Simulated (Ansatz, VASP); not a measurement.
TaVN2: VASP and Ansatz over several settings

```xyz
4
Lattice="3.0499 0.0000 0.0000 0.0000 3.0499 0.0000 0.0000 0.0000 4.2961" Properties=species:S:1:pos:R:3 pbc="T T T"
Ta    0.0000    0.0000    0.0000
V     1.5249    1.5249    2.1480
N     1.5249    1.5249    0.0000
N     0.0000    0.0000    2.1480
```

Single points on this cell with VASP 6.6.1 and Ansatz 0.2.0. Each row is one pair of runs. Alike in all rows: smearing: fermi-dirac, width 0.05 eV; Ansatz's potentials, cutoff: Ansatz PAW, 420 eV.

| level | spin | k mesh | VASP's potentials, cutoff | pressure (GPa), VASP | pressure (GPa), Ansatz | net moment per atom (μB), VASP | net moment per atom (μB), Ansatz |
| --- | --- | --- | --- | --- | --- | --- | --- |
| PBEsol | collinear, zero start | 7 × 7 × 5 | VASP PAW PBE potentials, release 64 (Ta_pv, V_sv, N), 520 eV | -12.0 | -12.7 | 0.00 | 0.00 |
| PBEsol | collinear, typed start | 7 × 7 × 5 | VASP PAW PBE potentials, release 64 (Ta_pv, V_sv, N), 520 eV | -11.3 | -12.0 | 0.12 | 0.12 |
| PBE | collinear, typed start | 9 × 9 × 6 | VASP PAW PBE potentials, release 64 (Ta_pv, V_sv, N), 520 eV | -0.1 | -0.8 | 0.29 | 0.29 |
| PBEsol | collinear, typed start | 7 × 7 × 5 | VASP PAW PBE potentials, release 64 (Ta_sv_GW, V_sv, N), 600 eV | -0.1 | -0.4 | 0.75 | 0.75 |
| PBEsol | off | 9 × 9 × 6 | VASP PAW PBE potentials, release 64 (Ta_pv, V_sv, N), 520 eV | -11.8 | -12.6 | - | - |
| PBEsol | collinear, typed start | 9 × 9 × 6 | VASP PAW PBE potentials, release 64 (Ta_pv, V_sv, N), 520 eV | -11.8 | -11.1 | 0.00 | 0.23 |

Pressure (GPa): the two programs differ by at most 0.77; net moment per atom (μB): the two programs differ by at most 0.226.

VASP's potentials hold 34 valence electrons a cell and Ansatz's 36 in some rows, so a difference there can come from the potentials and not from the codes.

In some rows the two programs ended in different magnetic states.

Neither program's run includes spin-orbit coupling.
